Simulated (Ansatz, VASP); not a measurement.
# GaB2As3 in VASP and in Ansatz

```
Ga B As
1.0
     4.42451    0.00000    0.00000
    -2.21226    3.83174    0.00000
     0.00000    0.00000    6.97448
Ga B As
1 2 3
Direct
  0.00000 0.00000 0.00000
  0.66667 0.33333 0.24834
  0.33333 0.66667 0.75166
  0.00000 0.00000 0.50000
  0.66667 0.33333 0.64932
  0.33333 0.66667 0.35068
```

Change from the starting cell: species swapped into the Li3GdBi2 type (P-3m1, No. 164).

Alike in both runs: task relaxation of cell and atoms; functional PBE; k mesh 6 × 6 × 4; occupations gaussian, width 0.1 eV; no spin polarisation.

|  | VASP | Ansatz |
| --- | --- | --- |
| version | VASP 6.6.1 | Ansatz 0.2.0 |
| potentials or method | VASP PAW PBE potentials, release 64 (Ga_d, B, As), cutoff 600 eV | scalar-relativistic, plane waves, PAW |
| valence electrons in the cell | 34 | 64 |

```csv
,VASP,Ansatz,Ansatz less VASP
"gap on the k mesh at the Fermi level, each at its own relaxed structure (eV)",none,none,-
relaxed volume (Å³/atom),16.80,16.80,-0.001
relaxed cell length with the largest relative difference (Å),6.250,6.242,-0.0080
```

A gap of «none» marks a metal or a gap that the smearing closes. VASP's potentials hold 34 valence electrons a cell and Ansatz's 64, so a difference there can come from the potentials and not from the codes.
